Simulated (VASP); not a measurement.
# Sr2C (Fm-3m) in VASP: a series of runs

Sr2C is run at these levels: PBEsol; tasks: single point.

Program: VASP 6.6.1. These are calculated values, not measurements. Logs are shortened: lines on timing, memory, paths and dates and some standing lists are left out, and cuts for length are marked.

### Step 1. The cell of the first run

It takes space group Fm-3m (No. 225, cubic). Conventional cell: a = 6.720 Å, b = 6.720 Å, c = 6.720 Å, α = 90.00°, β = 90.00°, γ = 90.00°. Within 3.8 Å of C (site symmetry m-3m) lie 8 Sr at 2.91 Å. Sr (site symmetry -43m) has 4 C at 2.91 Å and 6 Sr at 3.36 Å within 3.8 Å.

### Step 2. Single point, PBEsol

Input file INCAR:

```
PREC     = Accurate       # precision mode
ENCUT    = 520            # plane-wave cutoff, eV
EDIFF    = 1E-6           # SCF threshold, eV
ISMEAR   = -1             # smearing method
SIGMA    = 0.02           # smearing width, eV
LREAL    = F              # projectors in reciprocal space
LASPH    = T              # aspherical terms in the spheres
NELM     = 80             # most SCF steps
ALGO     = Normal         # electronic algorithm
ISIF     = 2              # what is computed and relaxed
LWAVE    = F              # write WAVECAR
LCHARG   = F              # write CHGCAR
GGA      = PS             # functional
NBANDS   = 19             # bands
```

Input file KPOINTS:

```
regular mesh
0
Gamma
  3 3 3
```

Input file POSCAR:

```
Sr2C
1.0
    0.0000000000      3.3601424449      3.3601424449
    3.3601424449      0.0000000000      3.3601424449
    3.3601424449      3.3601424449      0.0000000000
C Sr
1 2
Direct
    0.0000000000      0.0000000000      0.0000000000
    0.2500000000      0.2500000000      0.2500000000
    0.7500000000      0.7500000000      0.7500000000
```

Potentials or basis: VASP PAW PBE potentials, release 64 (C, Sr_sv).

The run is started by

```console
$ cat potpaw_PBE.64/C/POTCAR potpaw_PBE.64/Sr_sv/POTCAR > POTCAR
$ mpirun -np 1 vasp_std > vasp.out
```

OUTCAR:

```text
PREC = Accurate
   ENCUT = 520
   EDIFF = 1E-6
   ISMEAR = -1
   LREAL = F
   LASPH = T
   NELM = 80
   ISIF = 2
   GGA = PS

 ion  position               nearest neighbor table
   1  0.000  0.000  0.000-   2 2.91   3 2.91   3 2.91   3 2.91   3 2.91   2 2.91   2 2.91   2 2.91

   2  0.250  0.250  0.250-   1 2.91   1 2.91   1 2.91   1 2.91   3 3.36   3 3.36   3 3.36   3 3.36
                             3 3.36   3 3.36
   3  0.750  0.750  0.750-   1 2.91   1 2.91   1 2.91   1 2.91   2 3.36   2 3.36   2 3.36   2 3.36
                             2 3.36   2 3.36

  LATTYP: Found a face centered cubic cell.
 ALAT       =     6.7202848898

  Lattice vectors:

 A1 = (   0.0000000000,   3.3601424449,   3.3601424449)
 A2 = (   3.3601424449,   0.0000000000,   3.3601424449)
 A3 = (   3.3601424449,   3.3601424449,   0.0000000000)

Analysis of symmetry for initial positions (statically):
=====================================================================
 Subroutine PRICEL returns:
 Original cell was already a primitive cell.

 Routine SETGRP: Setting up the symmetry group for a
 face centered cubic supercell.

 Subroutine GETGRP returns: Found 48 space group operations
 (whereof 48 operations were pure point group operations)
 out of a pool of 48 trial point group operations.

The static configuration has the point symmetry O_h .

Analysis of symmetry for dynamics (positions and initial velocities):
=====================================================================
 Subroutine PRICEL returns:
 Original cell was already a primitive cell.

 Routine SETGRP: Setting up the symmetry group for a
 face centered cubic supercell.

 Subroutine GETGRP returns: Found 48 space group operations
 (whereof 48 operations were pure point group operations)
 out of a pool of 48 trial point group operations.

The dynamic configuration has the point symmetry O_h .

 Subroutine INISYM returns: Found 48 space group operations
 (whereof 48 operations are pure point group operations),
 and found     1 'primitive' translations

----------------------------------------------------------------------------------------

                                     Primitive cell

  volume of cell :      75.8758

  direct lattice vectors                    reciprocal lattice vectors
     0.000000000  3.360142445  3.360142445    -0.148803215  0.148803215  0.148803215
     3.360142445  0.000000000  3.360142445     0.148803215 -0.148803215  0.148803215
     3.360142445  3.360142445  0.000000000     0.148803215  0.148803215 -0.148803215

  length of vectors
     4.751959017  4.751959017  4.751959017     0.257734729  0.257734729  0.257734729

  position of ions in fractional coordinates (direct lattice)
     0.000000000  0.000000000  0.000000000
     0.250000000  0.250000000  0.250000000
     0.750000000  0.750000000  0.750000000

  ion indices of the primitive-cell ions
   primitive index   ion index
                 1           1
                 2           2
                 3           3

----------------------------------------------------------------------------------------

 KPOINTS: regular mesh

Automatic generation of k-mesh.
 Grid dimensions read from file:
 generate k-points for:    3    3    3

 Generating k-lattice:

  Cartesian coordinates                     Fractional coordinates (reciprocal lattice)
    -0.049601072  0.049601072  0.049601072     0.333333333  0.000000000  0.000000000
     0.049601072 -0.049601072  0.049601072     0.000000000  0.333333333  0.000000000
     0.049601072  0.049601072 -0.049601072     0.000000000  0.000000000  0.333333333

  Length of vectors
     0.085911576  0.085911576  0.085911576

  Shift w.r.t. Gamma in fractional coordinates (k-lattice)
     0.000000000  0.000000000  0.000000000

 Subroutine IBZKPT returns following result:
 ===========================================

 Found      4 irreducible k-points:

 Following reciprocal coordinates:
            Coordinates               Weight
  0.000000  0.000000  0.000000      1.000000
  0.333333  0.000000  0.000000      8.000000
  0.333333  0.333333  0.000000      6.000000
 -0.333333  0.333333  0.000000     12.000000
   k-points           NKPTS =      4   k-points in BZ     NKDIM =      4   number of bands    NBANDS=     19
   number of dos      NEDOS =    301   number of ions     NIONS =      3
   total plane-waves  NPLWV =  46656
   dimension x,y,z NGX =    36 NGY =   36 NGZ =   36
   dimension x,y,z NGXF=    72 NGYF=   72 NGZF=   72
   ions per type =               1   2
   NGX,Y,Z   is equivalent  to a cutoff of  12.59, 12.59, 12.59 a.u.
   NGXF,Y,Z  is equivalent  to a cutoff of  25.19, 25.19, 25.19 a.u.
 SYSTEM =  unknown system
   PREC   = accura    normal or accurate (medium, high low for compatibility)
   ISTART =      0    job   : 0-new  1-cont  2-samecut
   ICHARG =      2    charge: 1-file 2-atom 10-const
   ISPIN  =      1    spin polarized calculation?
   LNONCOLLINEAR =      F non collinear calculations
   LSORBIT =      F    spin-orbit coupling
   LASPH  =      T    aspherical Exc in radial PAW
   ENCUT  =  520.0 eV  38.22 Ry    6.18 a.u.   8.84  8.84  8.84*2*pi/ulx,y,z
   NELM   =     80;   NELMIN=  2; NELMDL= -5     # of ELM steps
   EDIFF  = 0.1E-05   stopping-criterion for ELM
   LREAL  =      F    real-space projection
   EDIFFG = 0.1E-04   stopping-criterion for IOM
   NSW    =      0    number of steps for IOM
   IBRION =     -1    ionic relax: 0-MD 1-quasi-New 2-CG
   NFREE  =      0    steps in history (QN), initial steepest desc. (CG)
   ISIF   =      2    stress and relaxation
   ISYM   =      2    0-nonsym 1-usesym 2-fastsym
   POTIM  = 0.5000    time-step for ionic-motion
   TEBEG  =    0.0;   TEEND  =   0.0 temperature during run
   PSTRESS=    0.0 pullay stress
   NELECT =      24.0000    total number of electrons
   NUPDOWN=      -1.0000    fix difference up-down
   EMIN   =  10.00;   EMAX   =-10.00  energy-range for DOS
   EFERMI =   0.00;   METHOD = LEGACY
   ISMEAR =    -1;   SIGMA  =   0.02  broadening in eV -4-tet -1-fermi 0-gaus
   EFERMI_NEDOS =   21; number of points for ismear=-14 and -15
   IALGO  =     38    algorithm
   IMIX   =      4    mixing-type and parameters
     AMIX     =   0.40;   BMIX     =  1.00
     AMIX_MAG =   1.60;   BMIX_MAG =  1.00
  volume/ion in A,a.u.               =      25.29       170.68
  Fermi-wavevector in a.u.,A,eV,Ry     =   1.115435  2.107866 16.928301  1.244195
  Thomas-Fermi vector in A             =   2.252040
   LORBIT       =      0    0 simple, 1 ext, 2 COOP (PROOUT), +10 PAW based schemes
   GGA     = PS    functional components
   LHFCALC =     F    Hartree Fock is set to
   AEXX    =    0.0000 exact exchange contribution
   IVDW    =     0    specifies the selected vdW correction
   LEPSILON=     F    determine dielectric tensor
   LRPA    =     F    only Hartree local field effects (RPA)
 non-spin polarized calculation
  energy-cutoff  :      520.00
  volume of cell :       75.88
 maximum number of plane-waves:      2085
   NGX = 17   NGY = 17   NGZ = 17

 number of electron      24.0000000 magnetization

 Free energy of the ion-electron system (eV)
  ---------------------------------------------------
  ext. energy  EPLUGINS =         0.00000000
  ---------------------------------------------------
  free energy    TOTEN  =       -11.56171160 eV

  energy without entropy =      -11.56102151  energy(sigma->0) =      -11.56136655

 E-fermi :   2.6713     XC(G=0):  -9.2965

 val. band max:        2.5548434513   @ k =  -0.3333   0.3333   0.0000
 cond. band min:       2.7340858328   @ k =   0.0000   0.0000   0.0000
 fundamental gap:      0.1792423815
 Fermi energy:         2.6712604092

 k-point     1 :       0.0000    0.0000    0.0000
  band No.  band energies     occupation
      1     -32.3987      2.00000
      2     -32.1240      2.00000
      3     -14.6777      2.00000
      4     -14.6777      2.00000
      5     -14.6777      2.00000
      6     -14.0137      2.00000
[... 11 lines left out ...]
     18       8.0023      0.00000
     19      10.4892      0.00000

 k-point     2 :       0.3333    0.0000    0.0000
  band No.  band energies     occupation
      1     -32.3284      2.00000
      2     -32.1911      2.00000
      3     -14.5857      2.00000
      4     -14.5348      2.00000
      5     -14.5348      2.00000
      6     -14.2733      2.00000
[... 11 lines left out ...]
     18       7.4623      0.00000
     19       8.5038      0.00000

 k-point     3 :       0.3333    0.3333    0.0000
  band No.  band energies     occupation
      1     -32.3271      2.00000
      2     -32.1898      2.00000
      3     -14.7961      2.00000
      4     -14.7943      2.00000
      5     -14.7943      2.00000
      6     -14.0538      2.00000
[... 11 lines left out ...]
     18       7.0949      0.00000
     19       8.4878      0.00000

 k-point     4 :      -0.3333    0.3333    0.0000
  band No.  band energies     occupation
      1     -32.2579      2.00000
      2     -32.2579      2.00000
      3     -14.9380      2.00000
      4     -14.6843      2.00000
      5     -14.6405      2.00000
      6     -14.1502      2.00000
[... 11 lines left out ...]
     18       7.8367      0.00000
     19       8.5989      0.00000

------------------------ aborting loop because EDIFF is reached ----------------------------------------

  FORCE on cell =-STRESS in cart. coord.  units (eV):
  Direction    XX          YY          ZZ          XY          YZ          ZX
  --------------------------------------------------------------------------------------
  -------------------------------------------------------------------------------------
  Total       -0.4854809     -0.4854809     -0.4854809      0.0000000      0.0000000      0.0000000
  in kB      -10.2513166    -10.2513166    -10.2513166      0.0000000      0.0000000      0.0000000
  external PRESSURE =     -10.2513166 kB  Pullay stress =       0.0000000 kB

 VOLUME and BASIS-vectors are now :
 -----------------------------------------------------------------------------
  energy-cutoff  :      520.00
  volume of cell :       75.88
      direct lattice vectors                 reciprocal lattice vectors
     0.000000000  3.360142445  3.360142445    -0.148803215  0.148803215  0.148803215
     3.360142445  0.000000000  3.360142445     0.148803215 -0.148803215  0.148803215
     3.360142445  3.360142445  0.000000000     0.148803215  0.148803215 -0.148803215

 POSITION                                       TOTAL-FORCE (eV/Angst)
 -----------------------------------------------------------------------------------
      0.00000      0.00000      0.00000        -0.000000     -0.000000      0.000000
      1.68007      1.68007      1.68007        -0.000000     -0.000000     -0.000000
      5.04021      5.04021      5.04021         0.000000      0.000000      0.000000
 -----------------------------------------------------------------------------------
    total drift:                                0.000000      0.000000      0.000000

  FREE ENERGIE OF THE ION-ELECTRON SYSTEM (eV)
  ---------------------------------------------------
  free  energy   TOTEN  =       -11.5617116036 eV

  energy  without entropy=      -11.5610215050  energy(sigma->0) =      -11.56136655
```

It took 9.4 s on 1 thread of Intel Xeon Platinum 8259CL at 2.50GHz (Skylake/Cascade Lake), shared host; peak memory 0.2 GiB.

What came out:

```yaml
Free_energy: -11.5617 eV
Pressure: -1.0 GPa
Band_gap_on_the_k_mesh: 0.18 eV (least direct gap 0.62 eV)
```

Caveat: the k points lie up to 0.54 Å⁻¹ apart; the structure was generated, so it needn't be the stable form of Sr2C; the PAW data sets were made with another functional, which shifts forces and pressure a little; an odd mesh through Γ misses points on the zone boundary, where band edges can lie.

### Step 3. Single point, PBEsol

Input file INCAR:

```
  PREC = Accurate
  ENCUT = 520
  EDIFF = 1E-7
  ISMEAR = -1
  SIGMA = 0.02
  LREAL = F
  LASPH = T
  NELM = 80
  ALGO = Normal
  ISIF = 2
  LWAVE = F
  LCHARG = F
  GGA = PS
  NBANDS = 19
```

Input file KPOINTS:

```
Automatic mesh
0
Gamma
  4 4 4
```

POSCAR is that of step 2.

Potentials or basis: VASP PAW PBE potentials, release 64 (C, Sr_sv).

The run is started by

```console
$ cat potpaw_PBE.64/C/POTCAR potpaw_PBE.64/Sr_sv/POTCAR > POTCAR
$ mpirun -np 1 vasp_std > vasp.out
```

OUTCAR:

```text
PREC = Accurate
   ENCUT = 520
   EDIFF = 1E-7
   ISMEAR = -1
   LREAL = F
   LASPH = T
   NELM = 80
   ISIF = 2
   GGA = PS

 ion  position               nearest neighbor table
   1  0.000  0.000  0.000-   2 2.91   3 2.91   3 2.91   3 2.91   3 2.91   2 2.91   2 2.91   2 2.91

   2  0.250  0.250  0.250-   1 2.91   1 2.91   1 2.91   1 2.91   3 3.36   3 3.36   3 3.36   3 3.36
                             3 3.36   3 3.36
   3  0.750  0.750  0.750-   1 2.91   1 2.91   1 2.91   1 2.91   2 3.36   2 3.36   2 3.36   2 3.36
                             2 3.36   2 3.36

  LATTYP: Found a face centered cubic cell.
 ALAT       =     6.7202848898

  Lattice vectors:

 A1 = (   0.0000000000,   3.3601424449,   3.3601424449)
 A2 = (   3.3601424449,   0.0000000000,   3.3601424449)
 A3 = (   3.3601424449,   3.3601424449,   0.0000000000)

Analysis of symmetry for initial positions (statically):
=====================================================================
 Subroutine PRICEL returns:
 Original cell was already a primitive cell.

 Routine SETGRP: Setting up the symmetry group for a
 face centered cubic supercell.

[... 149 lines left out ...]

 E-fermi :   2.8071     XC(G=0):  -9.3081

 val. band max:        2.7727802173   @ k =   0.5000   0.5000   0.0000
 cond. band min:       2.8121599233   @ k =   0.5000   0.5000   0.0000
 fundamental gap:      0.0393797059
 Fermi energy:         2.8070649932

 k-point     1 :       0.0000    0.0000    0.0000
  band No.  band energies     occupation
      1     -32.4146      2.00000
      2     -32.1401      2.00000
      3     -14.6910      2.00000
      4     -14.6910      2.00000
      5     -14.6910      2.00000
      6     -14.0278      2.00000
[... 153 lines left out ...]
      6     -14.4079      2.00000
[... 11 lines left out ...]
     18       7.0304      0.00000
     19       9.1053      0.00000

------------------------ aborting loop because EDIFF is reached ----------------------------------------

  FORCE on cell =-STRESS in cart. coord.  units (eV):
  Direction    XX          YY          ZZ          XY          YZ          ZX
  --------------------------------------------------------------------------------------
  -------------------------------------------------------------------------------------
  Total       -0.7602815     -0.7602815     -0.7602815     -0.0000000     -0.0000000      0.0000000
  in kB      -16.0539506    -16.0539506    -16.0539506     -0.0000000     -0.0000000      0.0000000
  external PRESSURE =     -16.0539506 kB  Pullay stress =       0.0000000 kB

 VOLUME and BASIS-vectors are now :
 -----------------------------------------------------------------------------
  energy-cutoff  :      520.00
  volume of cell :       75.88
      direct lattice vectors                 reciprocal lattice vectors
     0.000000000  3.360142445  3.360142445    -0.148803215  0.148803215  0.148803215
     3.360142445  0.000000000  3.360142445     0.148803215 -0.148803215  0.148803215
     3.360142445  3.360142445  0.000000000     0.148803215  0.148803215 -0.148803215

 POSITION                                       TOTAL-FORCE (eV/Angst)
 -----------------------------------------------------------------------------------
      0.00000      0.00000      0.00000        -0.000000     -0.000000     -0.000000
      1.68007      1.68007      1.68007        -0.000000     -0.000000     -0.000000
      5.04021      5.04021      5.04021         0.000000      0.000000      0.000000
 -----------------------------------------------------------------------------------
    total drift:                                0.000000      0.000000      0.000000

  FREE ENERGIE OF THE ION-ELECTRON SYSTEM (eV)
  ---------------------------------------------------
  free  energy   TOTEN  =       -11.5627667473 eV

  energy  without entropy=      -11.5588351362  energy(sigma->0) =      -11.56080094
```

It took 15 s on 1 thread of Intel Xeon Platinum 8259CL at 2.50GHz (Skylake/Cascade Lake), shared host; peak memory 0.2 GiB.

What came out:

```yaml
Free_energy: -11.5628 eV
Pressure: -1.6 GPa
Band_gap_on_the_k_mesh: zero (bands 12 and 13 overlap by 0.08 eV)
```

Caveat: the k points lie up to 0.40 Å⁻¹ apart; the structure was generated, so it needn't be the stable form of Sr2C; the PAW data sets were made with another functional, which shifts forces and pressure a little.

(Part 1 of 2 ends here.)

The gap in the log of VASP goes by the Fermi energy; the results here count the filled bands.